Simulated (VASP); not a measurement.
Runs of VASP 6.6.1 on Ta. The structure is that of space group Im-3m (No. 229), or close to it. The cells are those of the table. 

```tsv
cell	gap on the mesh (eV)	pressure (GPa)
a = 2.993 Å, angles 110.5, 110.5, 107.4°, 1 atom	none	-23.8
a = 3.031 Å, angles 108.5, 108.5, 111.5°, 1 atom	none	(a)
a = 2.917 Å, angles 108.4, 108.4, 111.6°, 1 atom	none	-13.7
a = 2.614 Å, angles 109.5°, 1 atom	none	(b)
a = 2.690 Å, angles 108.3, 108.3, 111.8°, 1 atom	none	47.6
a = 3.068 Å, angles 109.5°, 1 atom	none	-30.7
a = 2.879 Å, angles 110.5, 110.5, 107.3°, 1 atom	none	-7.1
a = 2.727 Å, angles 109.5°, 1 atom	none	32.6
```

Alike in all rows: task single point; level PBEsol; potentials or basis VASP PAW PBE potentials, release 64 (Ta_pv); no spin polarisation; k mesh 26 × 26 × 26; cutoff (eV) 520; smearing gaussian 0.15 eV.

Problem. Estimate the missing entries.

Solution. (a) -27.6; (b) 84.4.

Caveats: the PAW data sets were made with another functional, which shifts forces and pressure a little; spin-orbit coupling is left out, which moves the levels of the heavy elements; the cell stands under tension (at least some runs); the cell stands under pressure (at least some runs).

A k mesh can miss the band edges, and the runs leave out spin-orbit coupling on Ta.

A gap of «none» marks levels without a gap at the run's occupations.
